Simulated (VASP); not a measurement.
A run of VASP 6.6.1 is set up as follows.

INCAR

```
PREC     = Accurate       # precision mode
ENCUT    = 520            # plane-wave cutoff, eV
EDIFF    = 1E-7           # SCF threshold, eV
ISMEAR   = 0              # smearing method
SIGMA    = 0.1            # smearing width, eV
LREAL    = F              # projectors in reciprocal space
LASPH    = T              # aspherical terms in the spheres
NELM     = 150            # most SCF steps
ALGO     = Fast           # electronic algorithm
ISIF     = 2              # what is computed and relaxed
LWAVE    = F              # write WAVECAR
LCHARG   = F              # write CHGCAR
ISPIN    = 2              # spin polarisation
MAGMOM   = 2.06           # initial moments
LORBIT   = 11             # projections on sites
LMAXMIX  = 4              # l up to which the mixer works
GGA      = PE             # functional
NBANDS   = 14             # bands
```

The input KPOINTS:

```
Automatic mesh
0
Gamma
  20 20 20
```

Contents of POSCAR:

```
Co
1.0
   -1.4048018194      1.4048018194      1.4048018194
    1.4048018194     -1.4048018194      1.4048018194
    1.4048018194      1.4048018194     -1.4048018194
Co
1
Direct
    0.0000000000      0.0000000000      0.0000000000
```

Potentials or basis: VASP PAW PBE potentials, release 64 (Co).

Run with:

```bash
$ cat potpaw_PBE.64/Co/POTCAR > POTCAR
$ mpirun -np 1 vasp_std > vasp.out
```

Task: What does it give for the pressure?

Result: -0.8 GPa.

Task: Estimate the site moments.

Result: Co +1.75 μB.

Task: What does it give for the net moment?

Result: 1.73 μB per cell.
